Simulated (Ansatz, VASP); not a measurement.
## One calculation of Ga, two programs

```
Ga
1.0
     2.21602   -3.79899    0.00000
     2.21602    3.79899    0.00000
     0.00000    0.00000    4.55550
Ga
4
Direct
  0.65570 0.34430 0.41540
  0.84430 0.15570 0.91540
  0.34430 0.65570 0.58460
  0.15570 0.84430 0.08460
```

Alike in both runs: task relaxation of cell and atoms; functional PBE; k mesh 10 × 10 × 8; occupations gaussian, width 0.1 eV; no spin polarisation.

|  | VASP | Ansatz |
| --- | --- | --- |
| version | VASP 6.6.1 | Ansatz 0.2.0 |
| potentials or method | VASP PAW PBE potentials, release 64 (Ga_d), cutoff 600 eV | scalar-relativistic, plane waves, PAW |
| valence electrons in the cell | 52 | 52 |

Ansatz gave:

```
gap on the k mesh at the Fermi level, each at its own relaxed structure (eV)  : none
relaxed volume (Å³/atom)                                                      : 20.32
relaxed length of the cell vector where the two differ most in proportion (Å) : 4.499
```

**Question.** Which values does VASP return?

**Answer.** gap on the k mesh at the Fermi level, each at its own relaxed structure (eV): none; relaxed volume (Å³/atom): 20.36; relaxed length of the cell vector where the two differ most in proportion (Å): 4.503.

A gap of «none» marks a metal or a gap that the smearing closes.
